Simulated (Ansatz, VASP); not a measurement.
**WS2: VASP beside Ansatz**

The input INCAR:

```
PREC = Accurate ; ENCUT = 520
EDIFF = 1E-6 ; ISMEAR = 0
SIGMA = 0.05 ; LREAL = F
LASPH = T ; NELM = 60
ALGO = Normal ; ISIF = 2
LWAVE = F ; LCHARG = F
GGA = PS ; NBANDS = 20
```

KPOINTS

```
regular mesh
0
Gamma
  12 12 12
```

POSCAR

```
WS2
1.0
    1.5974104533      0.9222653552      6.3704647422
   -1.5974104533      0.9222653552      6.3704647422
    0.0000000000     -1.8445307105      6.3704647422
W S
1 2
Direct
    0.9993284863      0.9993284863      0.9993284863
    0.7479630314      0.7479630314      0.7479630314
    0.5840084823      0.5840084823      0.5840084823
```

Input for Ansatz:

```yaml
crystal:
  lattice:
    - [1.5974104533, 0.9222653552, 6.3704647422]
    - [-1.5974104533, 0.9222653552, 6.3704647422]
    - [0.0, -1.8445307105, 6.3704647422]
  atoms:
    - { symbol: W, position: [0.9993284863, 0.9993284863, 0.9993284863] }
    - { symbol: S, position: [0.7479630314, 0.7479630314, 0.7479630314] }
    - { symbol: S, position: [0.5840084823, 0.5840084823, 0.5840084823] }
basis:
  ecutwfc: 420
kpoints:
  mp_grid: { grid: [12, 12, 12] }
hamiltonian:
  xc: pbesol
scf:
  occupations: { method: gaussian, width: 0.05 }
output:
  forces: true
  stress: true
  eigenvalues: true
```

Change from the starting cell: strain +0.015 along x and y, +0.000 along z, atoms carried along.

Alike in both runs: task single point; functional PBEsol; k mesh 12 × 12 × 12; occupations gaussian, width 0.05 eV; no spin polarisation.

```csv
,VASP,Ansatz
version,VASP 6.6.1,Ansatz 0.2.0
potentials or method,"VASP PAW PBE potentials, release 64 (W_sv, S), cutoff 520 eV","scalar-relativistic, plane waves, PAW"
valence electrons in the cell,26,26
```

```csv
,VASP,Ansatz,Ansatz less VASP
gap on the k mesh at the Fermi level (eV),1.13,1.12,-0.015
least direct gap on the mesh (eV),1.77,1.76,-0.004
pressure (GPa),-4.4,-4.5,-0.09
"traceless stress, the component that is largest in VASP (GPa)",1.47,1.45,-0.019
rms of the force components (eV/Å),0.146,0.155,+0.0091
```

VASP's potentials were made for PBE, not for PBEsol. Atom by atom the forces differ by 0.009 eV/Å (rms over components).

Spin-orbit coupling is off throughout.
